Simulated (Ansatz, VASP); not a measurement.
**Two plane-wave programs on Si4O7**

File INCAR:

```
PREC = Accurate ; ENCUT = 520
EDIFF = 1E-6 ; ISMEAR = 0
SIGMA = 0.05 ; LREAL = F
LASPH = T ; NELM = 80
ALGO = Normal ; ISIF = 2
LWAVE = F ; LCHARG = F
GGA = PE ; NBANDS = 40
```

KPOINTS

```
Automatic mesh
0
Gamma
  4 4 4
```

POSCAR

```
Si4O7
1.0
    5.0799801732      0.0000000000      0.0000000000
    0.0000000000      5.0799801732      0.0000000000
    0.0000000000      0.0000000000      7.0914769300
Si O
4 7
Direct
    0.2944292339      0.2944292339      0.0000000000
    0.2055707661      0.7944292339      0.2500000000
    0.7055707661      0.7055707661      0.5000000000
    0.7944292339      0.2055707661      0.7500000000
    0.4053663613      0.7409644515      0.4248320116
    0.7590355485      0.9053663613      0.6748320116
    0.5946336387      0.2590355485      0.9248320116
    0.7409644515      0.4053663613      0.5751679884
    1.1504429214      1.1202498092      0.2153824290
    0.2590355485      0.5946336387      0.0751679884
    0.0946336387      0.2409644515      0.8251679884
```

Input for Ansatz:

```yaml
crystal:
  lattice:
    - [5.0799801732, 0.0, 0.0]
    - [0.0, 5.0799801732, 0.0]
    - [0.0, 0.0, 7.09147693]
  atoms:
    - { symbol: Si, position: [0.2944292339, 0.2944292339, 0.0] }
    - { symbol: Si, position: [0.2055707661, 0.7944292339, 0.25] }
    - { symbol: Si, position: [0.7055707661, 0.7055707661, 0.5] }
    - { symbol: Si, position: [0.7944292339, 0.2055707661, 0.75] }
    - { symbol: O, position: [0.4053663613, 0.7409644515, 0.4248320116] }
    - { symbol: O, position: [0.7590355485, 0.9053663613, 0.6748320116] }
    - { symbol: O, position: [0.5946336387, 0.2590355485, 0.9248320116] }
    - { symbol: O, position: [0.7409644515, 0.4053663613, 0.5751679884] }
    - { symbol: O, position: [1.1504429214, 1.1202498092, 0.215382429] }
    - { symbol: O, position: [0.2590355485, 0.5946336387, 0.0751679884] }
    - { symbol: O, position: [0.0946336387, 0.2409644515, 0.8251679884] }
basis:
  ecutwfc: 420
kpoints:
  mp_grid: { grid: [4, 4, 4] }
hamiltonian:
  xc: pbe
  pseudopotentials: { kind: paw, azcp: { folder: soft_1 } }
scf:
  occupations: { method: gaussian, width: 0.05 }
output:
  forces: true
  stress: true
  eigenvalues: true
  write_density: true
  write_potential: true
  elf: true
  volumetric_format: npy
```

Change from the starting cell: O vacancy; atom 9 moved 0.875 of the way to it and +0.450 Å across, host rigid.

Alike in both runs: task single point; functional PBE; k mesh 4 × 4 × 4; occupations gaussian, width 0.05 eV; no spin polarisation.

```csv
,VASP,Ansatz
version,VASP 6.6.1,Ansatz 0.2.0
potentials or method,"VASP PAW PBE potentials, release 64 (Si, O), cutoff 520 eV","scalar-relativistic, plane waves, PAW"
valence electrons in the cell,58,58
```

VASP gave:

```
gap on the k mesh at the Fermi level (eV)                     : 2.27
least direct gap on the mesh (eV)                             : 2.34
pressure (GPa)                                                : -3.3
traceless stress, the component that is largest in VASP (GPa) : 5.26
rms of the force components (eV/Å)                            : 1.335
```

Q: What did Ansatz give for the same quantities?

A: gap on the k mesh at the Fermi level (eV): 2.27; least direct gap on the mesh (eV): 2.34; pressure (GPa): -3.4; traceless stress, the component that is largest in VASP (GPa): 5.18; rms of the force components (eV/Å): 1.332.

Atom by atom the forces differ by 0.017 eV/Å (rms over components). With one functional, cell and mesh, what is left measures potentials, basis and numerics.
